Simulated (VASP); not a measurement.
# Tl (Fm-3m) in VASP: further runs, part 2 of 2

VASP 6.6.1. Earlier steps stand in the parts before.

### 4 Single point, PBE (volume scaled by 1.06)

INCAR

```
SYSTEM = Tl
PREC = Accurate ; ENCUT = 520
EDIFF = 1E-6 ; ISMEAR = -1
SIGMA = 0.05 ; LREAL = .FALSE.
LASPH = .TRUE. ; NELM = 60
ALGO = Normal ; ISIF = 2
LWAVE = .FALSE. ; LCHARG = .TRUE.
GGA = PE ; LELF = .TRUE.
LVHAR = .TRUE. ; NBANDS = 12
```

KPOINTS

```
regular mesh
0
G
  14 14 14
  0 0 0
```

POSCAR

```
Tl
1.0
    0.0000000000      2.2074617605      2.2074617605
    2.2074617605      0.0000000000      2.2074617605
    2.2074617605      2.2074617605      0.0000000000
Tl
1
Direct
    0.0000000000      0.0000000000      0.0000000000
```

Potentials or basis: VASP PAW PBE potentials, release 64 (Tl_d).

Launch:

```console
$ cat potpaw_PBE.64/Tl_d/POTCAR > POTCAR
$ mpirun -np 1 vasp_std > vasp.out
```

OUTCAR:

```text
SYSTEM = Tl
   PREC = Accurate
   ENCUT = 520
   EDIFF = 1E-6
   ISMEAR = -1
   LREAL = .FALSE.
   LASPH = .TRUE.
   NELM = 60
   ISIF = 2
   GGA = PE

 ion  position               nearest neighbor table
   1  0.000  0.000  0.000-

  LATTYP: Found a face centered cubic cell.
 ALAT       =     4.4149235210

  Lattice vectors:

 A1 = (   0.0000000000,   2.2074617605,   2.2074617605)
 A2 = (   2.2074617605,   0.0000000000,   2.2074617605)
 A3 = (   2.2074617605,   2.2074617605,   0.0000000000)

Analysis of symmetry for initial positions (statically):
=====================================================================
 Subroutine PRICEL returns:
 Original cell was already a primitive cell.

 Routine SETGRP: Setting up the symmetry group for a
 face centered cubic supercell.

 Subroutine GETGRP returns: Found 48 space group operations
 (whereof 48 operations were pure point group operations)
 out of a pool of 48 trial point group operations.

The static configuration has the point symmetry O_h .

Analysis of symmetry for dynamics (positions and initial velocities):
=====================================================================
 Subroutine PRICEL returns:
 Original cell was already a primitive cell.

 Routine SETGRP: Setting up the symmetry group for a
 face centered cubic supercell.

 Subroutine GETGRP returns: Found 48 space group operations
 (whereof 48 operations were pure point group operations)
 out of a pool of 48 trial point group operations.

The dynamic configuration has the point symmetry O_h .

 Subroutine INISYM returns: Found 48 space group operations
 (whereof 48 operations are pure point group operations),
 and found     1 'primitive' translations

----------------------------------------------------------------------------------------

                                     Primitive cell

[... 112 lines left out ...]
   LORBIT       =      0    0 simple, 1 ext, 2 COOP (PROOUT), +10 PAW based schemes
   GGA     = PE    functional components
   LHFCALC =     F    Hartree Fock is set to
   AEXX    =    0.0000 exact exchange contribution
   IVDW    =     0    specifies the selected vdW correction
   LEPSILON=     F    determine dielectric tensor
   LRPA    =     F    only Hartree local field effects (RPA)
 non-spin polarized calculation
  energy-cutoff  :      520.00
  volume of cell :       21.51
 maximum number of plane-waves:       592
   NGX = 11   NGY = 11   NGZ = 11

 number of electron      12.9999998 magnetization

 Free energy of the ion-electron system (eV)
  ---------------------------------------------------
  ext. energy  EPLUGINS =         0.00000000
  ---------------------------------------------------
  free energy    TOTEN  =        -1.64854225 eV

  energy without entropy =       -1.64460505  energy(sigma->0) =       -1.64657365

 E-fermi :  10.1581     XC(G=0): -11.6962

 val. band max:       10.1196409310   @ k =  -0.4286   0.4286   0.1429
 cond. band min:      10.1739108666   @ k =  -0.3571   0.4286   0.2143
 fundamental gap:      0.0542699356
 Fermi energy:        10.1581498727

 k-point     1 :       0.0000    0.0000    0.0000
  band No.  band energies     occupation
      1      -2.2556      2.00000
      2      -2.1215      2.00000
      3      -2.1215      2.00000
      4      -2.1215      2.00000
      5      -1.5644      2.00000
      6      -1.5644      2.00000
      7      21.2245      0.00000
      8      22.7352      0.00000
      9      22.7352      0.00000
     10      22.7352      0.00000
     11      27.6099      0.00000
     12      28.3788      0.00000
[... 331 lines left out ...]
 k-point    24 :       0.2857    0.1429    0.0000
  band No.  band energies     occupation
      1      -2.3982      2.00000
      2      -1.9648      2.00000
      3      -1.8444      2.00000
      4      -1.8202      2.00000
      5      -1.3253      2.00000
      6       0.0966      2.00000
      7      14.9397      0.00000
      8      19.0328      0.00000
      9      20.2537      0.00000
     10      21.2176      0.00000
     11      23.9398      0.00000
     12      28.4326      0.00000

 [... further k-points ...]

------------------------ aborting loop because EDIFF is reached ----------------------------------------

  FORCE on cell =-STRESS in cart. coord.  units (eV):
  Direction    XX          YY          ZZ          XY          YZ          ZX
  --------------------------------------------------------------------------------------
  -------------------------------------------------------------------------------------
  Total        3.6956782      3.6956782      3.6956782      0.0000000      0.0000000      0.0000000
  in kB      275.2296213    275.2296213    275.2296213      0.0000000      0.0000000      0.0000000
  external PRESSURE =     275.2296213 kB  Pullay stress =       0.0000000 kB

 VOLUME and BASIS-vectors are now :
 -----------------------------------------------------------------------------
  energy-cutoff  :      520.00
  volume of cell :       21.51
      direct lattice vectors                 reciprocal lattice vectors
     0.000000000  2.207461761  2.207461761    -0.226504490  0.226504490  0.226504490
     2.207461761  0.000000000  2.207461761     0.226504490 -0.226504490  0.226504490
     2.207461761  2.207461761  0.000000000     0.226504490  0.226504490 -0.226504490

 POSITION                                       TOTAL-FORCE (eV/Angst)
 -----------------------------------------------------------------------------------
      0.00000      0.00000      0.00000         0.000000      0.000000      0.000000
 -----------------------------------------------------------------------------------
    total drift:                               -0.000000      0.000000      0.000000

  FREE ENERGIE OF THE ION-ELECTRON SYSTEM (eV)
  ---------------------------------------------------
  free  energy   TOTEN  =        -1.6485422523 eV

  energy  without entropy=       -1.6446050465  energy(sigma->0) =       -1.64657365
```

OSZICAR:

```text
N       E                     dE             d eps       ncg     rms          rms(c)
DAV:   1     0.539593756958E+02    0.53959E+02   -0.69244E+03  2604   0.984E+02
DAV:   2    -0.103787796933E+01   -0.54997E+02   -0.53736E+02  2820   0.226E+02
DAV:   3    -0.170238374632E+01   -0.66451E+00   -0.66399E+00  3024   0.227E+01
DAV:   4    -0.170482381509E+01   -0.24401E-02   -0.24400E-02  2924   0.159E+00
DAV:   5    -0.170484630925E+01   -0.22494E-04   -0.22493E-04  3040   0.147E-01    0.574E+00
DAV:   6    -0.165976916562E+01    0.45077E-01   -0.60126E-02  2784   0.267E+00    0.372E+00
DAV:   7    -0.164933702679E+01    0.10432E-01   -0.28939E-02  2876   0.185E+00    0.898E-01
DAV:   8    -0.164853739022E+01    0.79964E-03   -0.26196E-03  2860   0.522E-01    0.508E-02
DAV:   9    -0.164854023179E+01   -0.28416E-05   -0.19823E-05  3016   0.480E-02    0.173E-02
DAV:  10    -0.164854219623E+01   -0.19644E-05   -0.14590E-06  2956   0.129E-02    0.137E-03
DAV:  11    -0.164854225226E+01   -0.56030E-07   -0.14225E-07  1616   0.343E-03
   1 F= -.16485423E+01 E0= -.16465736E+01  d E =-.393721E-02
```

Run time: 11 s. Hardware: 1 thread of Intel Xeon Platinum 8488C (Sapphire Rapids), shared host; peak memory 0.15 GiB.

What came out:

* Free energy: -1.6485 eV
* Pressure: 27.5 GPa

Caveat: spin-orbit coupling is left out, which moves the levels of the heavy elements.

### 5 Summary

| cell | gap on the mesh (eV) | pressure (GPa) |
| --- | --- | --- |
| a = 3.062 Å, angles 60.0°, 1 atom | none | 37.4 |
| a = 3.082 Å, angles 60.0°, 1 atom | none | 33.8 |
| a = 3.122 Å, angles 60.0°, 1 atom | none | 27.5 |

Alike in all rows: task single point; level PBE; potentials or basis VASP PAW PBE potentials, release 64 (Tl_d); no spin polarisation; k mesh 14 × 14 × 14; cutoff (eV) 520; smearing fermi-dirac 0.05 eV.

Caveats: spin-orbit coupling is left out, which moves the levels of the heavy elements.

Absolute energies hang on the potentials; compare differences alone.
